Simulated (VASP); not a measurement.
# BaTiO3 (Cm) in VASP: single point with PBE

Aim: the single point of BaTiO3 with PBE.

Program: VASP 6.6.1. These are calculated values, not measurements. Logs are shortened: lines on timing, memory, paths and dates and some standing lists are left out, and cuts for length are marked.

**1. The cell of the first run**

It takes space group Cm (No. 8, monoclinic). Conventional cell: a = 5.684 Å, b = 5.684 Å, c = 4.019 Å, α = 90.00°, β = 90.00°, γ = 90.00°. Ba (site symmetry m) has 12 O at 2.75 to 2.95 Å and 8 Ti at 3.48 Å within 3.6 Å. Within 2.4 Å of Ti (site symmetry m) lie 6 O at 1.81 to 2.21 Å. O (site symmetry m) has 2 Ti at 1.81 to 2.21 Å within 2.4 Å. O (site symmetry 1) has 2 Ti at 2.01 Å and 8 O at 2.65 to 3.04 Å and 4 Ba at 2.84 Å within 3.1 Å.

**2. Single point, PBE (atom 3 (O) moved by (-0.100, -0.200) A along [1 1 0] and z)**

File INCAR:

```
SYSTEM = BaTiO3
PREC = Accurate
ENCUT = 520
EDIFF = 1E-6
ISMEAR = 0
SIGMA = 0.05
LREAL = .FALSE.
LASPH = .TRUE.
NELM = 60
ALGO = Normal
ISIF = 2
LWAVE = .FALSE.
LCHARG = .TRUE.
GGA = PE
LELF = .TRUE.
LVHAR = .TRUE.
NBANDS = 28
```

File KPOINTS:

```
Automatic mesh
0
G
  8 8 8
  0 0 0
```

File POSCAR:

```
BaTiO3
1.0
    4.0192318615      0.0000000000      0.0000000000
    0.0000000000      4.0192318615      0.0000000000
    0.0000000000      0.0000000000      4.0192813204
Ba Ti O
1 1 3
Direct
    0.0000000000      0.0000000000      0.0000000000
    0.5000000000      0.5000000000      0.5000000000
    0.4824069174      0.4824069174     -0.0497601397
    0.5000000000      0.0000000000      0.5000000000
    0.0000000000      0.5000000000      0.5000000000
```

Potentials or basis: VASP PAW PBE potentials, release 64 (Ba_sv, Ti_sv, O).

Started as:

```console
> cat potpaw_PBE.64/Ba_sv/POTCAR potpaw_PBE.64/Ti_sv/POTCAR potpaw_PBE.64/O/POTCAR > POTCAR
> mpirun -np 1 vasp_std > vasp.out
```

OUTCAR:

```text
SYSTEM = BaTiO3
   PREC = Accurate
   ENCUT = 520
   EDIFF = 1E-6
   ISMEAR = 0
   LREAL = .FALSE.
   LASPH = .TRUE.
   NELM = 60
   ISIF = 2
   GGA = PE

 ion  position               nearest neighbor table
   1  0.000  0.000  0.000-   3 2.75   4 2.84   5 2.84   4 2.84   5 2.84   5 2.84   5 2.84   4 2.84
                             4 2.84   3 2.85   3 2.85   3 2.95   2 3.48   2 3.48   2 3.48   2 3.48
   2  0.500  0.500  0.500-   3 1.81   4 2.01   5 2.01   4 2.01   5 2.01   3 2.21   1 3.48   1 3.48
                             1 3.48   1 3.48   1 3.48   1 3.48   1 3.48   1 3.48
   3  0.482  0.482  0.950-   2 1.81   2 2.21   1 2.75   1 2.85   1 2.85   1 2.95
   4  0.500  0.000  0.500-   2 2.01   2 2.01   1 2.84   1 2.84   1 2.84   1 2.84
   5  0.000  0.500  0.500-   2 2.01   2 2.01   1 2.84   1 2.84   1 2.84   1 2.84

  LATTYP: Found a simple tetragonal cell.
 ALAT       =     4.0192318615
 C/A-ratio  =     1.0000123056

  Lattice vectors:

 A1 = (   4.0192318615,   0.0000000000,   0.0000000000)
 A2 = (   0.0000000000,   4.0192318615,   0.0000000000)
 A3 = (   0.0000000000,   0.0000000000,   4.0192813204)

Analysis of symmetry for initial positions (statically):
=====================================================================
 Subroutine PRICEL returns:
 Original cell was already a primitive cell.

 Routine SETGRP: Setting up the symmetry group for a
 simple tetragonal supercell.

 Subroutine GETGRP returns: Found  2 space group operations
 (whereof  2 operations were pure point group operations)
 out of a pool of 16 trial point group operations.

The static configuration has the point symmetry C_1h.

Analysis of symmetry for dynamics (positions and initial velocities):
=====================================================================
 Subroutine PRICEL returns:
 Original cell was already a primitive cell.

 Routine SETGRP: Setting up the symmetry group for a
 simple tetragonal supercell.

 Subroutine GETGRP returns: Found  2 space group operations
 (whereof  2 operations were pure point group operations)
 out of a pool of 16 trial point group operations.

The dynamic configuration has the point symmetry C_1h.

 Subroutine INISYM returns: Found  2 space group operations
 (whereof  2 operations are pure point group operations),
 and found     1 'primitive' translations

----------------------------------------------------------------------------------------

                                     Primitive cell

  volume of cell :      64.9284

  direct lattice vectors                    reciprocal lattice vectors
     4.019231861  0.000000000  0.000000000     0.248803760  0.000000000  0.000000000
     0.000000000  4.019231861  0.000000000     0.000000000  0.248803760  0.000000000
     0.000000000  0.000000000  4.019281320     0.000000000  0.000000000  0.248800699

  length of vectors
     4.019231861  4.019231861  4.019281320     0.248803760  0.248803760  0.248800699

  position of ions in fractional coordinates (direct lattice)
     0.000000000  0.000000000  0.000000000
     0.500000000  0.500000000  0.500000000
     0.482406917  0.482406917  0.950239860
     0.500000000  0.000000000  0.500000000
     0.000000000  0.500000000  0.500000000

  ion indices of the primitive-cell ions
   primitive index   ion index
                 1           1
                 2           2
                 3           3
                 4           4
                 5           5

----------------------------------------------------------------------------------------

 KPOINTS: Automatic mesh

Automatic generation of k-mesh.
 Grid dimensions read from file:
 generate k-points for:    8    8    8

 Generating k-lattice:

  Cartesian coordinates                     Fractional coordinates (reciprocal lattice)
     0.031100470  0.000000000  0.000000000     0.125000000  0.000000000  0.000000000
     0.000000000  0.031100470  0.000000000     0.000000000  0.125000000  0.000000000
     0.000000000  0.000000000  0.031100087     0.000000000  0.000000000  0.125000000

  Length of vectors
     0.031100470  0.031100470  0.031100087

  Shift w.r.t. Gamma in fractional coordinates (k-lattice)
     0.000000000  0.000000000  0.000000000

 Subroutine IBZKPT returns following result:
 ===========================================

 Found    150 irreducible k-points:

 Following reciprocal coordinates:
            Coordinates               Weight
  0.000000  0.000000  0.000000      1.000000
  0.125000  0.000000  0.000000      4.000000
  0.250000  0.000000  0.000000      4.000000
  0.375000  0.000000  0.000000      4.000000
  0.500000  0.000000  0.000000      2.000000
  0.125000  0.125000  0.000000      2.000000
[... 16 lines left out ...]
  0.125000  0.000000  0.125000      4.000000
 -0.125000  0.000000  0.125000      4.000000
 [... further k-points ...]
   k-points           NKPTS =    150   k-points in BZ     NKDIM =    150   number of bands    NBANDS=     28
   number of dos      NEDOS =    301   number of ions     NIONS =      5
   total plane-waves  NPLWV =  27000
   dimension x,y,z NGX =    30 NGY =   30 NGZ =   30
   dimension x,y,z NGXF=    60 NGYF=   60 NGZF=   60
   ions per type =               1   1   3
   NGX,Y,Z   is equivalent  to a cutoff of  12.41, 12.41, 12.41 a.u.
   NGXF,Y,Z  is equivalent  to a cutoff of  24.82, 24.82, 24.82 a.u.
 SYSTEM =  BaTiO3
   PREC   = accura    normal or accurate (medium, high low for compatibility)
   ISTART =      0    job   : 0-new  1-cont  2-samecut
   ICHARG =      2    charge: 1-file 2-atom 10-const
   ISPIN  =      1    spin polarized calculation?
   LNONCOLLINEAR =      F non collinear calculations
   LSORBIT =      F    spin-orbit coupling
   LASPH  =      T    aspherical Exc in radial PAW
   ENCUT  =  520.0 eV  38.22 Ry    6.18 a.u.   7.47  7.47  7.47*2*pi/ulx,y,z
   NELM   =     60;   NELMIN=  2; NELMDL= -5     # of ELM steps
   EDIFF  = 0.1E-05   stopping-criterion for ELM
   LREAL  =      F    real-space projection
   EDIFFG = 0.1E-04   stopping-criterion for IOM
   NSW    =      0    number of steps for IOM
   IBRION =     -1    ionic relax: 0-MD 1-quasi-New 2-CG
   NFREE  =      0    steps in history (QN), initial steepest desc. (CG)
   ISIF   =      2    stress and relaxation
   ISYM   =      2    0-nonsym 1-usesym 2-fastsym
   POTIM  = 0.5000    time-step for ionic-motion
   TEBEG  =    0.0;   TEEND  =   0.0 temperature during run
   PSTRESS=    0.0 pullay stress
   NELECT =      40.0000    total number of electrons
   NUPDOWN=      -1.0000    fix difference up-down
   EMIN   =  10.00;   EMAX   =-10.00  energy-range for DOS
   EFERMI =   0.00;   METHOD = LEGACY
   ISMEAR =     0;   SIGMA  =   0.05  broadening in eV -4-tet -1-fermi 0-gaus
   EFERMI_NEDOS =   21; number of points for ismear=-14 and -15
   IALGO  =     38    algorithm
   IMIX   =      4    mixing-type and parameters
     AMIX     =   0.40;   BMIX     =  1.00
     AMIX_MAG =   1.60;   BMIX_MAG =  1.00
  volume/ion in A,a.u.               =      12.99        87.63
  Fermi-wavevector in a.u.,A,eV,Ry     =   1.392996  2.632381 26.401274  1.940439
  Thomas-Fermi vector in A             =   2.516685
   LORBIT       =      0    0 simple, 1 ext, 2 COOP (PROOUT), +10 PAW based schemes
   GGA     = PE    functional components
   LHFCALC =     F    Hartree Fock is set to
   AEXX    =    0.0000 exact exchange contribution
   IVDW    =     0    specifies the selected vdW correction
   LEPSILON=     F    determine dielectric tensor
   LRPA    =     F    only Hartree local field effects (RPA)
 non-spin polarized calculation
 Gauss-broadening in eV      SIGMA  =   0.05
  energy-cutoff  :      520.00
  volume of cell :       64.93
 maximum number of plane-waves:      1775
 NGX is ok and might be reduce to    30
   NGX = 15   NGY = 15   NGZ = 15

 number of electron      39.9999976 magnetization

 Free energy of the ion-electron system (eV)
  ---------------------------------------------------
  ext. energy  EPLUGINS =         0.00000000
  ---------------------------------------------------
  free energy    TOTEN  =       -39.83189136 eV

  energy without entropy =      -39.83189136  energy(sigma->0) =      -39.83189136

 E-fermi :   4.2290     XC(G=0): -11.1779

 val. band max:        3.8287575225   @ k =   0.5000   0.5000   0.5000
 cond. band min:       5.6142739280   @ k =   0.0000   0.0000   0.0000
 fundamental gap:      1.7855164054
 Fermi energy:         4.2289845634

 k-point     1 :       0.0000    0.0000    0.0000
  band No.  band energies     occupation
      1     -52.7482      2.00000
      2     -29.0639      2.00000
      3     -28.9490      2.00000
      4     -28.9485      2.00000
      5     -21.1435      2.00000
      6     -13.1314      2.00000
[... 20 lines left out ...]
     27       8.7910      0.00000
     28      10.9125      0.00000

 k-point     2 :       0.1250    0.0000    0.0000
  band No.  band energies     occupation
      1     -52.7481      2.00000
      2     -29.0637      2.00000
      3     -28.9562      2.00000
      4     -28.9485      2.00000
      5     -21.1276      2.00000
      6     -13.1466      2.00000
[... 20 lines left out ...]
     27       9.0925      0.00000
     28      11.2832      0.00000

 k-point     3 :       0.2500    0.0000    0.0000
  band No.  band energies     occupation
      1     -52.7477      2.00000
      2     -29.0630      2.00000
      3     -28.9739      2.00000
      4     -28.9478      2.00000
      5     -21.0888      2.00000
      6     -13.2161      2.00000
[... 20 lines left out ...]
     27       9.8630      0.00000
     28      12.0363      0.00000

 k-point     4 :       0.3750    0.0000    0.0000
  band No.  band energies     occupation
      1     -52.7474      2.00000
      2     -29.0623      2.00000
      3     -28.9916      2.00000
      4     -28.9471      2.00000
      5     -21.0493      2.00000
      6     -13.3155      2.00000
[... 578 lines left out ...]
     27       9.0896      0.00000
     28      11.2849      0.00000

 k-point    23 :       0.1250    0.0000    0.1250
  band No.  band energies     occupation
      1     -52.7479      2.00000
      2     -29.0710      2.00000
      3     -28.9559      2.00000
      4     -28.9482      2.00000
      5     -21.1127      2.00000
      6     -13.1199      2.00000
[... 20 lines left out ...]
     27       9.3817      0.00000
     28      11.5137      0.00000

 k-point    24 :      -0.1250    0.0000    0.1250
  band No.  band energies     occupation
      1     -52.7479      2.00000
      2     -29.0710      2.00000
      3     -28.9559      2.00000
      4     -28.9482      2.00000
      5     -21.1125      2.00000
      6     -13.1227      2.00000
[... 20 lines left out ...]
     27       9.3852      0.00000
     28      11.5141      0.00000

 [... further k-points ...]

------------------------ aborting loop because EDIFF is reached ----------------------------------------

  FORCE on cell =-STRESS in cart. coord.  units (eV):
  Direction    XX          YY          ZZ          XY          YZ          ZX
  --------------------------------------------------------------------------------------
  -------------------------------------------------------------------------------------
  Total        1.2989361      1.2989361      3.0341097      0.0282624      0.1328216      0.1328204
  in kB       32.0526426     32.0526426     74.8699146      0.6974049      3.2775158      3.2774871
  external PRESSURE =      46.3250666 kB  Pullay stress =       0.0000000 kB

 VOLUME and BASIS-vectors are now :
 -----------------------------------------------------------------------------
  energy-cutoff  :      520.00
  volume of cell :       64.93
      direct lattice vectors                 reciprocal lattice vectors
     4.019231861  0.000000000  0.000000000     0.248803760  0.000000000  0.000000000
     0.000000000  4.019231861  0.000000000     0.000000000  0.248803760  0.000000000
     0.000000000  0.000000000  4.019281320     0.000000000  0.000000000  0.248800699

 POSITION                                       TOTAL-FORCE (eV/Angst)
 -----------------------------------------------------------------------------------
      0.00000      0.00000      0.00000        -0.065703     -0.065703     -0.219838
      2.00962      2.00962      2.00964        -0.017341     -0.017341      0.399238
      1.93891      1.93891      3.81928         0.370394      0.370394      1.549022
      2.00962      0.00000      2.00964         0.043506     -0.330856     -0.864211
      0.00000      2.00962      2.00964        -0.330856      0.043506     -0.864211
 -----------------------------------------------------------------------------------
    total drift:                               -0.000006     -0.000006     -0.000121

  FREE ENERGIE OF THE ION-ELECTRON SYSTEM (eV)
  ---------------------------------------------------
  free  energy   TOTEN  =       -39.8318913573 eV

  energy  without entropy=      -39.8318913573  energy(sigma->0) =      -39.83189136
```

It took 3.9 min on 1 thread of Intel Xeon Platinum 8488C (Sapphire Rapids), shared host; peak memory 0.37 GiB.

What came out:

```
Free energy            : -39.8319 eV
Pressure               : 4.6 GPa
Largest force          : 1.635 eV/Å
Band gap on the k mesh : 1.79 eV (least direct gap 2.08 eV)
```

Forces in eV/Å, atoms in the order of the input:
```
Ba  -0.066 -0.066 -0.220
Ti  -0.017 -0.017  0.399
O    0.370  0.370  1.549
O    0.044 -0.331 -0.864
O   -0.331  0.044 -0.864
```

Caveat: the cell differs from its parent crystal (atom 3 (O) moved by (-0.100, -0.200) A along [1 1 0] and z); the cell stands under pressure; spin-orbit coupling is left out, which moves the levels of the heavy elements; forces of over 1 eV/Å act on the atoms, so gaps and moduli don't describe the material at rest. A k mesh can miss the band edges.
